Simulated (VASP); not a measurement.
## GaN: single point with r2SCAN

The system is GaN.

```
Ga N
1.0
     0.00000    2.10852    2.10852
     2.10852    0.00000    2.10852
     2.10852    2.10852    0.00000
Ga N
1 1
Cartesian
  0.0000 0.0000 0.0000
  2.1085 2.1085 2.1085
```

```
Program                : VASP 6.6.1
Task                   : single point
Functional             : r2SCAN
Potentials or basis    : VASP PAW PBE potentials, release 64 (Ga_d, N)
Cutoff                 : 520 eV
k mesh                 : 10 × 10 × 10
Occupations            : fermi-dirac, width 0.02 eV
Spin                   : no spin polarisation
Dipole correction      : no
Further INCAR settings : ALGO = Normal; EDIFF = 1e-06; NBANDS = 16
```

The pressure is 1.3 GPa and the band gap on the k mesh is 1.18 eV (least direct gap 3.41 eV).

Levels at points of the mesh, in eV from the valence-band top:
| k point | band 5 | band 6 | band 7 | band 8 | band 9 | band 10 | band 11 | band 12 | band 13 | band 14 |
| --- | --- | --- | --- | --- | --- | --- | --- | --- | --- | --- |
| (0.00, 0.00, 0.00) | -14.29 | -14.29 | -0.51 | -0.51 | -0.51 | 2.90 | 15.52 | 15.52 | 15.52 | 17.05 |
| (0.50, 0.00, 0.00) | -14.13 | -14.13 | -8.36 | -0.15 | -0.15 | 5.42 | 9.88 | 9.88 | 10.44 | 17.59 |
| (0.50, 0.50, 0.00) | -14.07 | -11.51 | -7.25 | -3.12 | -3.12 | 1.18 | 8.53 | 13.15 | 15.78 | 15.78 |

Run time: 110 s on 1 thread of Intel Xeon 8259CL, with other jobs on the host, peak memory 0.15 GiB.

Caveat: the structure was generated, so it needn't be the stable form of GaN; the PAW data sets were made with another functional, which shifts forces and pressure a little. A k mesh can miss the band edges.
